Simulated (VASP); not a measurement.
A run of VASP 6.6.1 is set up as follows.

Contents of INCAR:

```
SYSTEM = C
PREC = Accurate
ENCUT = 520
EDIFF = 1E-6
ISMEAR = -1
SIGMA = 0.05
LREAL = .False.
LASPH = .True.
NELM = 60
ALGO = Normal
ISIF = 2
LWAVE = .False.
LCHARG = .True.
GGA = PS
LELF = .True.
LVHAR = .True.
NBANDS = 26
```

Contents of KPOINTS:

```
Automatic mesh
0
Gamma
  12 12 4
  0 0 0
```

File POSCAR:

```
C
1.0
    2.4880133891      0.0000000000      0.0000000000
   -1.2440066945      2.1546827999      0.0000000000
    0.0000000000      0.0000000000      8.1257741910
C
8
Direct
    0.6666666667      0.3333333333      0.8437500000
    0.3333333333      0.6666666667      0.3437500000
    0.6666666667      0.3333333333      0.6562500000
    0.3333333333      0.6666666667      0.1562500000
    0.0000000000      0.0000000000      0.9062500000
    0.0000000000      0.0000000000      0.4062500000
    0.0000000000      0.0000000000      0.5937500000
    0.0000000000      0.0000000000      0.0937500000
```

Potentials or basis: VASP PAW PBE potentials, release 64 (C).

The run is started by

```bash
$ cat potpaw_PBE.64/C/POTCAR > POTCAR
$ mpirun -np 1 vasp_std > vasp.out
```

(1) What does it give for the band gap on the k mesh?

(2) Predict the largest force.

(3) Estimate the pressure.

## Answers

(1) 4.37 eV, indirect (least direct gap 5.21 eV).

(2) 0.357 eV/Å.

(3) 16.1 GPa.

Caveat: the PAW data sets were made with another functional, which shifts forces and pressure a little.
